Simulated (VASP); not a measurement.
# H2Os (Cmmm) in VASP: a series of runs, part 2 of 2

VASP 6.6.1. The steps go on from the part before.

**3. Single point, PBE**

This run uses another cell than the first one, of 7.61 Å³/atom.

INCAR reads:

```
PREC     = Accurate       # precision mode
ENCUT    = 520            # plane-wave cutoff, eV
EDIFF    = 1E-6           # SCF threshold, eV
ISMEAR   = 0              # smearing method
SIGMA    = 0.1            # smearing width, eV
LREAL    = False          # projectors in reciprocal space
LASPH    = True           # aspherical terms in the spheres
NELM     = 80             # most SCF steps
ALGO     = Normal         # electronic algorithm
ISIF     = 2              # what is computed and relaxed
LWAVE    = False          # write WAVECAR
LCHARG   = True           # write CHGCAR
GGA      = PE             # functional
LELF     = True           # ELF
LVHAR    = True         
NBANDS   = 12             # bands
```

KPOINTS reads:

```
regular mesh
0
Gamma
  16 16 18
```

POSCAR reads:

```
H2Os
1.0
    1.8359383990     -2.4334369162      0.0000000000
    1.8359383990      2.4334369162      0.0000000000
    0.0000000000      0.0000000000      2.5567001426
H Os
2 1
Direct
    0.8625766303      0.1374233697      0.5000000000
    0.1374233697      0.8625766303      0.5000000000
    0.5000000000      0.5000000000      0.5000000000
```

Potentials or basis: VASP PAW PBE potentials, release 64 (H, Os).

On the command line:

```console
$ cat potpaw_PBE.64/H/POTCAR potpaw_PBE.64/Os/POTCAR > POTCAR
$ mpirun -np 1 vasp_std > vasp.out
```

OUTCAR:

```text
PREC = Accurate
   ENCUT = 520
   EDIFF = 1E-6
   ISMEAR = 0
   LREAL = False
   LASPH = True
   NELM = 80
   ISIF = 2
   GGA = PE

 ion  position               nearest neighbor table
   1  0.863  0.137  0.500-   3 1.76   3 1.95   3 1.95
   2  0.137  0.863  0.500-   3 1.76   3 1.95   3 1.95
   3  0.500  0.500  0.500-   1 1.76   2 1.76   2 1.95   1 1.95   2 1.95   1 1.95

  LATTYP: Found a base centered orthorhombic cell.
 ALAT       =     3.6718767980
 B/A-ratio  =     1.3254458415
 C/A-ratio  =     0.6962924638

  Lattice vectors:
[... 543 lines left out ...]
      9      17.1339      0.00000
     10      20.1230      0.00000
     11      21.1124      0.00000
     12      23.6055      0.00000

 [... further k-points ...]
[... 5 lines left out ...]
  --------------------------------------------------------------------------------------
  -------------------------------------------------------------------------------------
  Total        0.0663328      0.1442587     -0.0157254     -0.0000000      0.0000000      0.0000000
  in kB        4.6521200     10.1172970     -1.1028731     -0.0000000      0.0000000      0.0000000
  external PRESSURE =       4.5555146 kB  Pullay stress =       0.0000000 kB

 VOLUME and BASIS-vectors are now :
 -----------------------------------------------------------------------------
  energy-cutoff  :      520.00
  volume of cell :       22.84
      direct lattice vectors                 reciprocal lattice vectors
     1.835938399 -2.433436916  0.000000000     0.272340292 -0.205470706  0.000000000
     1.835938399  2.433436916  0.000000000     0.272340292  0.205470706  0.000000000
     0.000000000  0.000000000  2.556700143     0.000000000  0.000000000  0.391129168

 POSITION                                       TOTAL-FORCE (eV/Angst)
 -----------------------------------------------------------------------------------
      1.83594     -1.76461      1.27835         0.000000     -0.027748      0.000000
      1.83594      1.76461      1.27835         0.000000      0.027748      0.000000
      1.83594      0.00000      1.27835        -0.000000     -0.000000      0.000000
 -----------------------------------------------------------------------------------
    total drift:                               -0.000000     -0.000000     -0.000000

  FREE ENERGIE OF THE ION-ELECTRON SYSTEM (eV)
  ---------------------------------------------------
  free  energy   TOTEN  =       -15.9048804914 eV

  energy  without entropy=      -15.8980480699  energy(sigma->0) =      -15.90146428
```

Run time: 2.4 min. Hardware: 1 thread of Intel Xeon 8259CL, shared host; peak memory 0.32 GiB.

Results:

```yaml
Free_energy: -15.9049 eV
Pressure: 0.5 GPa
Largest_force: 0.028 eV/Å
Band_gap_on_the_k_mesh: zero (bands 5 and 6 overlap by 3.02 eV)
```

Forces on the atoms (eV/Å):
```
H    0.000 -0.028  0.000
H    0.000  0.028  0.000
Os   0.000  0.000  0.000
```

Levels at points of the mesh, in eV from the Fermi level:
```tsv
k point	band 1	band 2	band 3	band 4	band 5	band 6	band 7	band 8	band 9	band 10
(0.00, 0.00, 0.00)	-12.55	-5.69	-4.46	-1.83	1.20	1.33	1.46	10.44	11.15	14.04
(0.50, 0.00, 0.00)	-8.24	-8.11	-5.32	-1.87	0.16	1.41	1.69	7.75	11.12	12.18
(0.50, 0.50, 0.00)	-10.05	-5.08	-4.79	0.17	0.60	0.75	2.80	3.38	8.13	12.89
(0.00, 0.00, 0.50)	-10.48	-3.39	-2.51	-2.18	-1.18	-1.13	2.72	5.80	13.49	15.74
(0.50, 0.00, 0.50)	-6.50	-6.04	-5.43	-2.34	-1.10	1.80	3.37	7.89	10.38	12.86
(0.50, 0.50, 0.50)	-8.66	-5.16	-3.82	-2.12	1.03	2.26	5.08	7.49	8.30	9.55
```

Caveat: spin-orbit coupling is left out, which moves the levels of the heavy elements.

**4. Relaxation of cell and atoms, PBE**

This run uses another cell than the first one, of 7.64 Å³/atom.

INCAR reads:

```
ALGO     = Normal         # electronic algorithm
EDIFF    = 1E-6           # SCF threshold, eV
EDIFFG   = -0.01          # ionic threshold
ENCUT    = 600            # plane-wave cutoff, eV
GGA      = PE             # functional
IBRION   = 2              # ionic algorithm
ISIF     = 3              # what is computed and relaxed
ISMEAR   = 0              # smearing method
LASPH    = True           # aspherical terms in the spheres
LCHARG   = False          # write CHGCAR
LREAL    = False          # projectors in reciprocal space
LWAVE    = False          # write WAVECAR
NELM     = 80             # most SCF steps
NSW      = 100            # ionic steps
PREC     = Accurate       # precision mode
SIGMA    = 0.1            # smearing width, eV
```

KPOINTS reads:

```
k-points
0
Gamma
  16 16 18
```

POSCAR reads:

```
H2Os
1.0
    1.8099708155     -2.4378256614      0.0000000000
    1.8099708155      2.4378256614      0.0000000000
    0.0000000000      0.0000000000      2.5981579021
H Os
2 1
Direct
    0.8620182028      0.1379817972      0.5000000000
    0.1379817972      0.8620182028      0.5000000000
    0.5000000000      0.5000000000      0.5000000000
```

On the command line:

```console
$ cat potpaw_PBE.64/H/POTCAR potpaw_PBE.64/Os/POTCAR > POTCAR
$ mpirun -np 1 vasp_std > vasp.out
```

Wall time 11 min (1 thread of Intel Xeon 8259CL, shared host); peak memory 0.36 GiB.

It converged, with:

```yaml
Free_energy: -15.9068 eV
Relaxed_volume: 7.64 Å³/atom
Relaxed_cell: a = 3.054 Å, b = 3.054 Å, c = 2.556 Å, α = 90.00°, β = 90.00°, γ = 105.97°
Space_group_after_relaxing_to_0.1_Å: Cmmm (No. 65)
Energy_gained_by_relaxing: 3.1 meV/atom
Ionic_steps: 9
Pressure_after_relaxing: -0.1 GPa
Largest_force_after_relaxing: 0.007 eV/Å
Band_gap_on_the_k_mesh: zero (bands 5 and 6 overlap by 3.00 eV)
```

Forces on the atoms (eV/Å):
```
H    0.000 -0.007  0.000
H    0.000  0.007  0.000
Os   0.000  0.000  0.000
```

Step by step:
| step | energy change (eV) | largest force (eV/Å) | pressure (GPa) | volume (Å³) |
| --- | --- | --- | --- | --- |
| 1 | 0.0000 | 0.0120 | 0.12 | 22.93 |
| 2 | -0.0073 | 0.0030 | -0.31 | 22.95 |
| 3 | -0.0086 | 0.0123 | -0.47 | 22.95 |
| 4 | -0.0086 | 0.0134 | -0.48 | 22.95 |
| 5 | -0.0090 | 0.0283 | 0.41 | 22.87 |
| 6 | -0.0090 | 0.0230 | 0.29 | 22.88 |
| 7 | -0.0091 | 0.0211 | 0.00 | 22.91 |
| 8 | -0.0092 | 0.0205 | -0.11 | 22.92 |
| 9 | -0.0092 | 0.0067 | -0.06 | 22.91 |

Final structure:
```
CELL_PARAMETERS angstrom
1.83835 -2.43839 0.00000
1.83835 2.43839 0.00000
0.00000 0.00000 2.55572
ATOMIC_POSITIONS crystal
H 0.86269 0.13731 0.50000
H 0.13731 0.86269 0.50000
Os 0.50000 0.50000 0.50000
```

Levels at points of the mesh, in eV from the Fermi level:
```csv
k point,band 1,band 2,band 3,band 4,band 5,band 6,band 7,band 8,band 9
"(0.00, 0.00, 0.00)",-12.52,-5.69,-4.44,-1.84,1.19,1.33,1.46,10.39,11.09
"(0.50, 0.00, 0.00)",-8.23,-8.08,-5.32,-1.87,0.18,1.40,1.66,7.72,11.04
"(0.50, 0.50, 0.00)",-10.02,-5.09,-4.80,0.19,0.58,0.75,2.76,3.36,8.08
"(0.00, 0.00, 0.50)",-10.43,-3.37,-2.52,-2.19,-1.17,-1.13,2.71,5.80,13.47
"(0.50, 0.00, 0.50)",-6.46,-6.02,-5.42,-2.35,-1.09,1.79,3.37,7.88,10.35
"(0.50, 0.50, 0.50)",-8.62,-5.15,-3.82,-2.11,1.01,2.25,5.07,7.45,8.29
```

Caveat: spin-orbit coupling is left out, which moves the levels of the heavy elements.

**5. Overview**

| task | cell | k mesh | cutoff (eV) | gap on the mesh (eV) | pressure (GPa) | relaxed volume (Å³/atom) | largest force (eV/Å) |
| --- | --- | --- | --- | --- | --- | --- | --- |
| relaxation of cell and atoms | relaxed from a = 2.956, b = 2.956, c = 5.060 Å, angles 90.0, 90.0, 91.1°, 3 atoms, atomic positions A | 6 × 6 × 4 | 600 | none | 0.3 | 7.61 | 0.03 |
| single point | a = 3.048, b = 3.048, c = 2.557 Å, angles 90.0, 90.0, 105.9°, 3 atoms, atomic positions B | 16 × 16 × 18 | 520 | none | 0.5 | - | 0.03 |
| relaxation of cell and atoms | relaxed from a = 3.036, b = 3.036, c = 2.598 Å, angles 90.0, 90.0, 106.8°, 3 atoms, atomic positions B | 16 × 16 × 18 | 600 | none | -0.1 | 7.64 | 0.01 |

Alike in all rows: level PBE; potentials or basis VASP PAW PBE potentials, release 64 (H, Os); no spin polarisation; smearing gaussian 0.1 eV.

Caveats: spin-orbit coupling is left out, which moves the levels of the heavy elements; the volume moved by over 15 % at a fixed basis, so the end points are rough (at least some runs).

Total energies depend on the potentials used, so only differences within one code and one set of settings carry meaning.
